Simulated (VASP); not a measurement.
Set up this calculation in VASP 6.6.1, as the native input.

```yaml
Task: single point
Functional: PBE
Dispersion: D3(BJ)
Potentials_or_basis: VASP PAW PBE potentials, release 64 (Zn, H)
Cutoff: 520 eV
k_mesh: 4 × 4 × 1
Occupations: gaussian, width 0.1 eV
Spin: no spin polarisation
Dipole_correction: yes
Further_INCAR_settings: ALGO = Normal; EDIFF = 1e-07; NBANDS = 86
```

The structure of Zn6H lies in POSCAR:

```
Zn6H
1.0
    5.2355063798      0.0000000000      0.0000000000
    0.0000000000      4.8035762477      0.0000000000
    0.0000000000      0.0000000000     24.0397617810
Zn H
12 2
Direct
    0.5000000000      0.7500000000      0.3327819998
    0.0000000000      0.7500000000      0.3327819998
    0.7500000000      0.2500000000      0.3642165981
    0.2500000000      0.2500000000      0.3642165981
    0.7500000000      0.7500000000      0.4270857946
    0.2500000000      0.7500000000      0.4270857946
    0.0000371718      0.2495549081      0.4593661602
    0.4999628282      0.2495549081      0.4593661602
    0.0000172692      0.7745472962      0.5439031101
    0.4999827308      0.7745472962      0.5439031101
    0.2500000000      0.2778121239      0.5552513548
    0.7500000000      0.2788981258      0.5551439718
    0.7500000000      0.8858652697      0.6720841038
    0.7500000000      0.8848462061      0.7033897256
```

These files were run (other wordings do the same):

INCAR

```
SYSTEM = Zn6H
PREC = Accurate
ENCUT = 520
EDIFF = 1E-7
ISMEAR = 0
SIGMA = 0.1
LREAL = .FALSE.
LASPH = .TRUE.
NELM = 100
ALGO = Normal
ISIF = 2
LWAVE = .FALSE.
LCHARG = .TRUE.
LDIPOL = .TRUE.
IDIPOL = 3
DIPOL = 0.5 0.5 0.481
GGA = PE
IVDW = 12
LELF = .TRUE.
LVHAR = .TRUE.
LVACPOTAV = .TRUE.
NBANDS = 86
```

KPOINTS

```
regular mesh
0
G
  4 4 1
  0 0 0
```

Potentials or basis: VASP PAW PBE potentials, release 64 (Zn, H).

Launch:

```bash
$ cat potpaw_PBE.64/Zn/POTCAR potpaw_PBE.64/H/POTCAR > POTCAR
$ mpirun -np 1 vasp_std > vasp.out
```

Results of the run:

| Property | Result |
| --- | --- |
| Largest force | 0.882 eV/Å |
| Band gap on the k mesh | zero (bands 73 and 74 overlap by 0.10 eV) |
| Dispersion energy per atom | -0.245 eV |

It took 35 min on 1 thread of Intel Xeon 8259CL, on a shared host, peak memory 0.74 GiB.
